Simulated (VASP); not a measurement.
Zn, 1 atom in the cell. Symmetry: Im-3m, No. 229, cubic system. The conventional cell has a = 3.091 Å, b = 3.091 Å, c = 3.091 Å, α = 90.00°, β = 90.00°, γ = 90.00°. Zn (site symmetry m-3m) has 14 Zn at 2.68 to 3.09 Å within 3.5 Å. This isn't the form of Zn at room conditions, which is hcp.

- Program: VASP 6.6.1
- Task: single point
- Functional: PBEsol-based global hybrid with 25 % exact exchange
- Potentials or basis: VASP PAW PBE potentials, release 64 (Zn)
- Cutoff: 520 eV
- k mesh: 6 × 6 × 6
- Occupations: fermi-dirac, width 0.05 eV
- Spin: no spin polarisation
- Dipole correction: no
- Grid for exact exchange (PRECFOCK): Normal
- Share of exact exchange: 0.25
- Further INCAR settings: ALGO = Normal; EDIFF = 1e-07; NBANDS = 12

Potentials or basis: VASP PAW PBE potentials, release 64 (Zn).

The run is started by

```bash
$ cat potpaw_PBE.64/Zn/POTCAR > POTCAR
$ cp INCAR.step1 INCAR
$ mpirun -np 1 vasp_std > vasp.out
$ cp INCAR.step2 INCAR
$ mpirun -np 1 vasp_std > vasp.out
```

Hardware: 1 thread of Intel(R) Xeon(R) 6975P-C (Granite Rapids), on a shared host.

Problem. How long does it take, and how much memory?

Solution. Wall time 3.4 min on 1 thread of Intel(R) Xeon(R) 6975P-C (Granite Rapids), with other jobs on the host, peak memory 0.13 GiB. Counts: k points 16.
